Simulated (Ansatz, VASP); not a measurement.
## Two plane-wave programs on Cs4In

```
Cs In
1.0
     7.88618    0.00000    0.00000
     0.00000    7.88618    0.00000
     0.00000    0.00000    7.88618
Cs In
4 1
Cartesian
  2.1364 5.7498 5.7498
  5.7498 2.1364 5.7498
  5.7498 5.7498 2.1364
  2.1364 2.1364 2.1364
  0.0000 0.0000 0.0000
```

Change from the starting cell: species swapped into the SnI4 type (P-43m, No. 215).

Alike in both runs: functional PBE; k mesh 6 × 6 × 6; occupations gaussian, width 0.1 eV; no spin polarisation.

Ansatz relaxed the structure, and its values are those at the end. VASP's run is a single point on that final structure, the one shown.

|  | VASP | Ansatz |
| --- | --- | --- |
| version | VASP 6.6.1 | Ansatz 0.2.0 |
| potentials or method | VASP PAW PBE potentials, release 64 (Cs_sv, In_d), cutoff 520 eV | scalar-relativistic, plane waves, PAW |
| valence electrons in the cell | 49 | 49 |

Ansatz gave:

```
gap on the k mesh at the Fermi level (eV) : none
pressure (GPa)                            : 0.0
rms of the force components (eV/Å)        : 0.001
```

Q: What did VASP give for the same quantities?

A: gap on the k mesh at the Fermi level (eV): none; pressure (GPa): 0.0; rms of the force components (eV/Å): 0.003.

A gap of «none» marks a metal or a gap that the smearing closes.

Neither program's run includes spin-orbit coupling.
